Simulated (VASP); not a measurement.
Write the native input for VASP 6.6.1 that does the following.

```yaml
Task: relaxation of cell and atoms
Functional: PBE
Potentials_or_basis: VASP PAW PBE potentials, release 64 (Hf_pv, Sn_d, Ag)
Cutoff: 600 eV
k_mesh: 4 × 4 × 4
Occupations: fermi-dirac, width 0.1017 eV
Spin: no spin polarisation
Dipole_correction: no
Further_INCAR_settings: ALGO = Normal; EDIFF = 1e-06; IBRION = 2; EDIFFG = -0.01; NSW = 60; ISIF = 3
```

The structure of HfAg2Sn2 lies in POSCAR:

```
HfAg2Sn2
1.0
    0.0000000000      4.5448830000      0.0000000000
    4.5448830000      0.0000000000      0.0000000000
    2.2724410000      2.2724410000     -5.7078670000
Hf Sn Ag
1 2 2
Direct
    0.0000000000      0.0000000000      0.0000000000
    0.3810000000      0.3810000000      0.2380000000
    0.6190000000      0.6190000000      0.7620000000
    0.7500000000      0.2500000000      0.5000000000
    0.2500000000      0.7500000000      0.5000000000
```

One way to write it, as run:

INCAR

```
SYSTEM = HfAg2Sn2
  PREC = Accurate
  ENCUT = 600
  EDIFF = 1E-6
  ISMEAR = -1
  SIGMA = 0.1017
  LREAL = .FALSE.
  LASPH = .TRUE.
  NELM = 80
  ALGO = Normal
  ISIF = 3
  LWAVE = .FALSE.
  LCHARG = .FALSE.
  GGA = PE
  IBRION = 2
  NSW = 60
  EDIFFG = -0.01
```

KPOINTS

```
regular mesh
0
G
  4 4 4
  0 0 0
```

Potentials or basis: VASP PAW PBE potentials, release 64 (Hf_pv, Sn_d, Ag).

Run with:

```sh
$ cat potpaw_PBE.64/Hf_pv/POTCAR potpaw_PBE.64/Sn_d/POTCAR potpaw_PBE.64/Ag/POTCAR > POTCAR
$ mpirun -np 1 vasp_std > vasp.out
```

Results of the run:

```
Relaxed volume                        : 22.73 Å³/atom
Relaxed cell                          : a = 3.768 Å, b = 3.768 Å, c = 8.435 Å, α = 77.09°, β = 77.09°, γ = 90.00°
Space group after relaxing (to 0.1 Å) : I4/mmm (No. 139)
Energy gained by relaxing             : 208.4 meV/atom
Ionic steps                           : 45
Pressure after relaxing               : 0.0 GPa
Largest force after relaxing          : 0.008 eV/Å
Band gap on the k mesh                : zero (bands 30 and 31 overlap by 0.90 eV)
```

Caveat: the k points lie up to 0.43 Å⁻¹ apart in the final cell, too coarse for converged energies and pressures of a metal; a cell axis changed by over 15 % at a fixed basis, so the end point is rough; spin-orbit coupling is left out, which moves the levels of the heavy elements.

Run time: 32 min on 1 thread of AMD EPYC 9R45 (Zen 5), with other jobs on the host, peak memory 0.27 GiB.
